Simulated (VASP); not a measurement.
Set up this calculation in VASP 6.6.1, as the native input.

```yaml
Task: relaxation of cell and atoms
Functional: PBE
Potentials_or_basis: VASP PAW PBE potentials, release 64 (Te, Pt, Se)
Cutoff: 600 eV
k_mesh: 12 × 12 × 4
Occupations: gaussian, width 0.1 eV
Spin: no spin polarisation
Dipole_correction: no
Further_INCAR_settings: ALGO = Normal; EDIFF = 1e-06; IBRION = 2; EDIFFG = -0.01; NSW = 100; ISIF = 3
```

The structure of Te3Pt2Se lies in POSCAR:

```
Te3Pt2Se
1.0
    3.4722418078      0.0000000000      0.0000000000
    0.0000000000      3.4722418078      0.0000000000
    0.0000000000      0.0000000000     10.8920015547
Te Pt Se
3 2 1
Direct
    0.5000000000      0.5000000000      0.1949270733
    0.5000000000      0.5000000000      0.5000000000
    0.5000000000      0.5000000000      0.8050729267
    0.0000000000      0.0000000000      0.3436978206
    0.0000000000      0.0000000000      0.6563021794
    0.0000000000      0.0000000000      0.0000000000
```

The cell was generated, and may not be a known phase.

These files were run (other wordings do the same):

INCAR

```
SYSTEM = Te3Pt2Se
PREC     = Accurate       ! precision mode
ENCUT    = 600            ! plane-wave cutoff, eV
EDIFF    = 1E-6           ! SCF threshold, eV
ISMEAR   = 0              ! smearing method
SIGMA    = 0.1            ! smearing width, eV
LREAL    = .FALSE.        ! projectors in reciprocal space
LASPH    = .TRUE.         ! aspherical terms in the spheres
NELM     = 80             ! most SCF steps
ALGO     = Normal         ! electronic algorithm
ISIF     = 3              ! what is computed and relaxed
LWAVE    = .FALSE.        ! write WAVECAR
LCHARG   = .FALSE.        ! write CHGCAR
GGA      = PE             ! functional
IBRION   = 2              ! ionic algorithm
NSW      = 100            ! ionic steps
EDIFFG   = -0.01          ! ionic threshold
```

KPOINTS

```
Automatic mesh
0
G
  12 12 4
  0 0 0
```

Potentials or basis: VASP PAW PBE potentials, release 64 (Te, Pt, Se).

Command:

```sh
$ cat potpaw_PBE.64/Te/POTCAR potpaw_PBE.64/Pt/POTCAR potpaw_PBE.64/Se/POTCAR > POTCAR
$ mpirun -np 1 vasp_std > vasp.out
```

It gave:

* Relaxed volume: 21.68 Å³/atom
* Relaxed cell: a = 3.464 Å, b = 3.464 Å, c = 10.838 Å, α = 90.00°, β = 90.00°, γ = 90.00°
* Space group after relaxing (to 0.1 Å): P4/mmm (No. 123)
* Energy gained by relaxing: 1.6 meV/atom
* Ionic steps: 8
* Pressure after relaxing: 0.0 GPa
* Largest force after relaxing: 0.005 eV/Å
* Band gap on the k mesh: zero (bands 22 and 23 overlap by 1.38 eV)

Caveat: the highest band is partly filled, so the run has too few bands; spin-orbit coupling is left out, which moves the levels of the heavy elements.

It took 13 min on 1 thread of Intel(R) Xeon(R) 6975P-C (Granite Rapids), on a shared host, peak memory 0.53 GiB.
